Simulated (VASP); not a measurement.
A run of VASP 6.6.1:

File INCAR:

```
PREC     = Accurate       # precision mode
ENCUT    = 520            # plane-wave cutoff, eV
EDIFF    = 1E-7           # SCF threshold, eV
ISMEAR   = 0              # smearing method
SIGMA    = 0.05           # smearing width, eV
LREAL    = F              # projectors in reciprocal space
LASPH    = T              # aspherical terms in the spheres
NELM     = 80             # most SCF steps
ALGO     = Normal         # electronic algorithm
ISIF     = 2              # what is computed and relaxed
LWAVE    = F              # write WAVECAR
LCHARG   = F              # write CHGCAR
GGA      = PE             # functional
NBANDS   = 15             # bands
```

Contents of KPOINTS:

```
Automatic mesh
0
Gamma
  8 8 8
```

File POSCAR:

```
KF
1.0
    0.1499762182      2.8441597785      2.8441597785
    2.8441597785      0.1499762182      2.8441597785
    2.8441597785      2.8441597785      0.1499762182
K F
1 1
Direct
    0.0000000000      0.0000000000      0.0000000000
    0.5000000000      0.5000000000      0.5000000000
```

Potentials or basis: VASP PAW PBE potentials, release 64 (K_sv, F).

The run is started by

```bash
$ cat potpaw_PBE.64/K_sv/POTCAR potpaw_PBE.64/F/POTCAR > POTCAR
$ mpirun -np 1 vasp_std > vasp.out
```

Hardware: 1 thread of Intel(R) Xeon(R) Platinum 8488C (Sapphire Rapids), with other jobs on the host.

Task: How long does it take, and how much memory?

Result: It took 31 s on 1 thread of Intel(R) Xeon(R) Platinum 8488C (Sapphire Rapids) (shared host), peak memory 0.18 GiB. Counts: scf iterations 14, k points 65.
